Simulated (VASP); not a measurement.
# InSe in VASP: further runs

Runs on InSe. Level: PBE+D3(BJ). Tasks: single point.

All numbers are computed with VASP 6.6.1; they aren't measurements. Logs are shortened: lines on timing, memory, paths and dates and some standing lists are left out, and cuts for length are marked.

## Step 1: The cell of the first run

The cell holds a slab with vacuum, 8 atoms: a = 4.027 Å, b = 4.027 Å, c = 28.271 Å, α = 90.00°, β = 90.00°, γ = 120.00°.

## Step 2: Single point, PBE+D3(BJ) (layers slid over each other)

Input file INCAR:

```
SYSTEM = InSe
PREC     = Accurate       ! precision mode
ENCUT    = 520            ! plane-wave cutoff, eV
EDIFF    = 1E-7           ! SCF threshold, eV
ISMEAR   = 0              ! smearing method
SIGMA    = 0.05           ! smearing width, eV
LREAL    = .False.        ! projectors in reciprocal space
LASPH    = .True.         ! aspherical terms in the spheres
NELM     = 80             ! most SCF steps
ALGO     = Normal         ! electronic algorithm
ISIF     = 2              ! what is computed and relaxed
LWAVE    = .False.        ! write WAVECAR
LCHARG   = .False.        ! write CHGCAR
LDIPOL   = .True.       
IDIPOL   = 3            
DIPOL    = 0.5 0.5 0.405
GGA      = PE             ! functional
IVDW     = 12             ! dispersion correction
NBANDS   = 48             ! bands
```

Input file KPOINTS:

```
Automatic mesh
0
Gamma
  9 9 1
  0 0 0
```

Input file POSCAR:

```
InSe
1.0
    4.0266103640      0.0000000000      0.0000000000
   -2.0133051820      3.4871468663      0.0000000000
    0.0000000000      0.0000000000     28.2707108021
Se In
4 4
Direct
    0.0000000000      0.0000000000      0.1591753399
    0.0000000000      0.0000000000      0.3496677346
    0.3333333333      0.6666666667      0.4596755806
    0.3333333333      0.6666666667      0.6501679753
    0.6666666667      0.3333333333      0.2049979895
    0.6666666667      0.3333333333      0.3038451603
    1.0000000000      1.0000000000      0.5054982302
    1.0000000000      1.0000000000      0.6043454010
```

Potentials or basis: VASP PAW PBE potentials, release 64 (Se, In_d).

Run with:

```bash
$ cat potpaw_PBE.64/Se/POTCAR potpaw_PBE.64/In_d/POTCAR > POTCAR
$ mpirun -np 1 vasp_std > vasp.out
```

OUTCAR:

```text
SYSTEM = InSe
   PREC = Accurate
   ENCUT = 520
   EDIFF = 1E-7
   ISMEAR = 0
   LREAL = .False.
   LASPH = .True.
   NELM = 80
   ISIF = 2
   GGA = PE
   IVDW = 12
 IVDW          = 12

 ion  position               nearest neighbor table
   1  0.000  0.000  0.159-   5 2.66   5 2.66   5 2.66
   2  0.000  0.000  0.350-   6 2.66   6 2.66   6 2.66
   3  0.333  0.667  0.460-   7 2.66   7 2.66   7 2.66
   4  0.333  0.667  0.650-   8 2.66   8 2.66   8 2.66
   5  0.667  0.333  0.205-   1 2.66   1 2.66   1 2.66   6 2.79
   6  0.667  0.333  0.304-   2 2.66   2 2.66   2 2.66   5 2.79
   7  0.000  0.000  0.505-   3 2.66   3 2.66   3 2.66   8 2.79
   8  0.000  0.000  0.604-   4 2.66   4 2.66   4 2.66   7 2.79

  LATTYP: Found a hexagonal cell.
 ALAT       =     4.0266103640
 C/A-ratio  =     7.0209700583

  Lattice vectors:

 A1 = (   4.0266103640,   0.0000000000,   0.0000000000)
 A2 = (  -2.0133051820,   3.4871468663,   0.0000000000)
 A3 = (   0.0000000000,   0.0000000000,  28.2707108021)

Analysis of symmetry for initial positions (statically):
=====================================================================
 Subroutine PRICEL returns:
 Original cell was already a primitive cell.

 Routine SETGRP: Setting up the symmetry group for a
 hexagonal supercell.

 Subroutine GETGRP returns: Found  6 space group operations
 (whereof  6 operations were pure point group operations)
 out of a pool of 24 trial point group operations.

The static configuration has the point symmetry C_3v.

Analysis of symmetry for dynamics (positions and initial velocities):
=====================================================================
 Subroutine PRICEL returns:
 Original cell was already a primitive cell.

 Routine SETGRP: Setting up the symmetry group for a
 hexagonal supercell.

 Subroutine GETGRP returns: Found  6 space group operations
 (whereof  6 operations were pure point group operations)
 out of a pool of 24 trial point group operations.

The dynamic configuration has the point symmetry C_3v.

 Subroutine INISYM returns: Found  6 space group operations
 (whereof  6 operations are pure point group operations),
 and found     1 'primitive' translations

[... 100 lines left out ...]
   ISYM   =      2    0-nonsym 1-usesym 2-fastsym
   POTIM  = 0.5000    time-step for ionic-motion
   TEBEG  =    0.0;   TEEND  =   0.0 temperature during run
   PSTRESS=    0.0 pullay stress
   NELECT =      76.0000    total number of electrons
   NUPDOWN=      -1.0000    fix difference up-down
   EMIN   =  10.00;   EMAX   =-10.00  energy-range for DOS
   EFERMI =   0.00;   METHOD = LEGACY
   ISMEAR =     0;   SIGMA  =   0.05  broadening in eV -4-tet -1-fermi 0-gaus
   EFERMI_NEDOS =   21; number of points for ismear=-14 and -15
   IALGO  =     38    algorithm
   IMIX   =      4    mixing-type and parameters
     AMIX     =   0.40;   BMIX     =  1.00
     AMIX_MAG =   1.60;   BMIX_MAG =  1.00
  volume/ion in A,a.u.               =      49.62       334.85
  Fermi-wavevector in a.u.,A,eV,Ry     =   0.943548  1.783047 12.113024  0.890282
  Thomas-Fermi vector in A             =   2.071266
   LORBIT       =      0    0 simple, 1 ext, 2 COOP (PROOUT), +10 PAW based schemes
   GGA     = PE    functional components
   LHFCALC =     F    Hartree Fock is set to
   AEXX    =    0.0000 exact exchange contribution
   IVDW    =    12    specifies the selected vdW correction
   LEPSILON=     F    determine dielectric tensor
   LRPA    =     F    only Hartree local field effects (RPA)
 non-spin polarized calculation
 Gauss-broadening in eV      SIGMA  =   0.05
  energy-cutoff  :      520.00
  volume of cell :      396.96
 maximum number of plane-waves:     10749
 NGX is ok and might be reduce to    30
   NGX = 15   NGY = 15   NGZ =105

 dipolmoment           0.000000      0.000000      0.000260 electrons x Angstroem

 number of electron      75.9999997 magnetization

 dipolmoment           0.000000      0.000000     -0.000075 electrons x Angstroem

 Free energy of the ion-electron system (eV)
  ---------------------------------------------------
  ext. energy  EPLUGINS =         0.00000000
  ---------------------------------------------------
  free energy    TOTEN  =       -28.37973684 eV

  energy without entropy =      -28.37973684  energy(sigma->0) =      -28.37973684

 E-fermi :   0.0848     XC(G=0):  -5.6386

 val. band max:       -0.1852300745   @ k =   0.1111  -0.0000   0.0000
 cond. band min:       0.9181128628   @ k =   0.0000   0.0000   0.0000
 fundamental gap:      1.1033429373
 Fermi energy:         0.0847927344

 k-point     1 :       0.0000    0.0000    0.0000
  band No.  band energies     occupation
      1     -14.5207      2.00000
      2     -14.5176      2.00000
      3     -14.3371      2.00000
      4     -14.3371      2.00000
      5     -14.3340      2.00000
      6     -14.3340      2.00000
[... 601 lines left out ...]
     47       5.8949      0.00000
     48       5.9056      0.00000

------------------------ aborting loop because EDIFF is reached ----------------------------------------

 vacuum level on the upper side and lower side of the slab       (xc-potential included)        -0.077        -0.076

 Edisp (eV)   -2.05638

 E8    (eV) :    -0.9648

  FORCE on cell =-STRESS in cart. coord.  units (eV):
  Direction    XX          YY          ZZ          XY          YZ          ZX
  --------------------------------------------------------------------------------------
  -------------------------------------------------------------------------------------
  Total       0.02482     0.02482    -0.27886    -0.00000     0.00000     0.00000
  in kB       0.10016     0.10016    -1.12551    -0.00000     0.00000     0.00000
  external pressure =       -0.31 kB  Pullay stress =        0.00 kB

 VOLUME and BASIS-vectors are now :
 -----------------------------------------------------------------------------
  energy-cutoff  :      520.00
  volume of cell :      396.96
      direct lattice vectors                 reciprocal lattice vectors
     4.026610364  0.000000000  0.000000000     0.248347843  0.143383694  0.000000000
    -2.013305182  3.487146866  0.000000000     0.000000000  0.286767388  0.000000000
     0.000000000  0.000000000 28.270710802     0.000000000  0.000000000  0.035372298

 POSITION                                       TOTAL-FORCE (eV/Angst)
 -----------------------------------------------------------------------------------
      0.00000      0.00000      4.50000         0.000000      0.000000     -0.010957
      0.00000      0.00000      9.88536         0.000000      0.000000      0.021425
     -0.00000      2.32476     12.99536        -0.000000      0.000000     -0.028870
     -0.00000      2.32476     18.38071         0.000000      0.000000      0.010456
      2.01331      1.16238      5.79544         0.000000     -0.000000      0.013556
      2.01331      1.16238      8.58992        -0.000000     -0.000000      0.027487
      0.00000      0.00000     14.29079        -0.000000     -0.000000     -0.019819
      0.00000      0.00000     17.08527         0.000000      0.000000     -0.013278
 -----------------------------------------------------------------------------------
    total drift:                               -0.000000      0.000000      0.000076

  FREE ENERGIE OF THE ION-ELECTRON SYSTEM (eV)
  ---------------------------------------------------
  free  energy   TOTEN  =       -30.4361146327 eV

  energy  without entropy=      -30.4361146327  energy(sigma->0) =      -30.43611463

 vacuum level on the upper side and lower side of the slab         5.434         5.435
```

stdout:

```text
POSCAR found type information on POSCAR SeIn
 POSCAR found :  2 types and       8 ions
 scaLAPACK will be used
 LDA part: xc-table for (Slater+PW92), standard interpolation
 POSCAR, INCAR and KPOINTS ok, starting setup
 FFT: planning ... GRIDC
 FFT: planning ... GRID_SOFT
 FFT: planning ... GRID
 WAVECAR not read
 entering main loop
```

Run time: 12 min. Hardware: 1 thread of Intel Xeon Platinum 8259CL at 2.50GHz (Skylake/Cascade Lake), shared host; peak memory 0.52 GiB.

What came out:

| Item | Value |
| --- | --- |
| Free energy | -30.4361 eV |
| Largest force | 0.029 eV/Å |
| Band gap on the k mesh | 1.10 eV (least direct gap 1.16 eV) |
| Dispersion energy per atom | -0.257 eV |

Forces on the atoms (eV/Å):
```
Se   0.000  0.000 -0.011
Se   0.000  0.000  0.021
Se   0.000  0.000 -0.029
Se   0.000  0.000  0.010
In   0.000  0.000  0.014
In   0.000  0.000  0.027
In   0.000  0.000 -0.020
In   0.000  0.000 -0.013
```

Caveat: the cell differs from its parent crystal (layers slid over each other); spin-orbit coupling is left out, which moves the levels of the heavy elements.

## Step 3: Single point, PBE+D3(BJ)

Input file INCAR:

```
  PREC = Accurate
  ENCUT = 520
  EDIFF = 1E-6
  ISMEAR = 0
  SIGMA = 0.05
  LREAL = F
  LASPH = T
  NELM = 100
  ALGO = Normal
  ISIF = 2
  LWAVE = F
  LCHARG = T
  LDIPOL = T
  IDIPOL = 3
  DIPOL = 0.5 0.5 0.405
  GGA = PE
  IVDW = 12
  LELF = T
  LVHAR = T
  LVACPOTAV = T
  NBANDS = 48
```

Input file KPOINTS:

```
regular mesh
0
Gamma
  9 9 1
```

POSCAR is that of step 2.

Potentials or basis: VASP PAW PBE potentials, release 64 (Se, In_d).

Run with:

```bash
$ cat potpaw_PBE.64/Se/POTCAR potpaw_PBE.64/In_d/POTCAR > POTCAR
$ mpirun -np 1 vasp_std > vasp.out
```

Wall time 8.3 min (1 thread of Intel Xeon Platinum 8259CL at 2.50GHz (Skylake/Cascade Lake), shared host); peak memory 0.51 GiB.

Results (log left out):

| Quantity | Value |
| --- | --- |
| Free energy | -30.4361 eV |
| Largest force | 0.029 eV/Å |
| Band gap on the k mesh | 1.10 eV (least direct gap 1.16 eV) |
| Dispersion energy per atom | -0.257 eV |

Forces in eV/Å, atoms in the order of the input:
```
Se   0.000  0.000 -0.011
Se   0.000  0.000  0.021
Se   0.000  0.000 -0.029
Se   0.000  0.000  0.010
In   0.000  0.000  0.014
In   0.000  0.000  0.028
In   0.000  0.000 -0.020
In   0.000  0.000 -0.013
```

Levels at points of the mesh, in eV from the valence-band top:
```csv
k point,band 35,band 36,band 37,band 38,band 39,band 40,band 41,band 42
"(0.00, 0.00, 0.00)",-0.72,-0.67,-0.67,-0.05,1.10,1.74,2.52,2.58
```

Caveat: spin-orbit coupling is left out, which moves the levels of the heavy elements.
